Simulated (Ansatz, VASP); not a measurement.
# Ni: VASP beside Ansatz

```
CELL_PARAMETERS angstrom
0.00000 1.76194 1.76194
1.76194 0.00000 1.76194
1.76194 1.76194 0.00000
ATOMIC_POSITIONS crystal
Ni 0.00000 0.00000 0.00000
```

Alike in both runs: task single point; functional LDA; k mesh 16 × 16 × 16; occupations fermi-dirac, width 0.1 eV; no spin polarisation.

```csv
,VASP,Ansatz
version,VASP 6.6.1,Ansatz 0.2.0
potentials or method,"VASP PAW LDA potentials, release 64 (Ni)","PAW with Ansatz's default frozen-core files, scalar-relativistic"
plane-wave cutoff (eV),520,420
valence electrons in the cell,10,18
```

|  | VASP | Ansatz | Ansatz less VASP |
| --- | --- | --- | --- |
| pressure (GPa) | -18.1 | -18.3 | -0.23 |

LDA's correlation is that of Perdew and Zunger in VASP and of Perdew and Wang (1992) in Ansatz. VASP's potentials hold 10 valence electrons a cell and Ansatz's 18, so a difference there can come from the potentials and not from the codes.
